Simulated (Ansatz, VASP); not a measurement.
# MgO: VASP beside Ansatz

```
Mg O
1.0
     0.00000    1.77543    1.77543
     1.77543    0.00000    1.77543
     1.77543    1.77543    0.00000
Mg O
1 1
Direct
  0.00000 0.00000 0.00000
  0.50000 0.50000 0.50000
```

Alike in both runs: task single point; functional PBEsol; k mesh 10 × 10 × 10; no spin polarisation.

```csv
,VASP,Ansatz
version,VASP 6.6.1,Ansatz 0.2.0
potentials or method,"VASP PAW PBE potentials, release 64 (Mg, O), cutoff 600 eV","scalar-relativistic, plane waves, PAW"
occupations,"gaussian, width 0.01 eV",fixed
valence electrons in the cell,8,16
```

|  | VASP | Ansatz | Ansatz less VASP |
| --- | --- | --- | --- |
| gap on the k mesh at the Fermi level (eV) | 8.81 | 8.87 | +0.066 |
| least direct gap on the mesh (eV) | 11.01 | 11.05 | +0.040 |

VASP's potentials were made for PBE, not for PBEsol. VASP's potentials hold 8 valence electrons a cell and Ansatz's 16, so a difference there can come from the potentials and not from the codes.
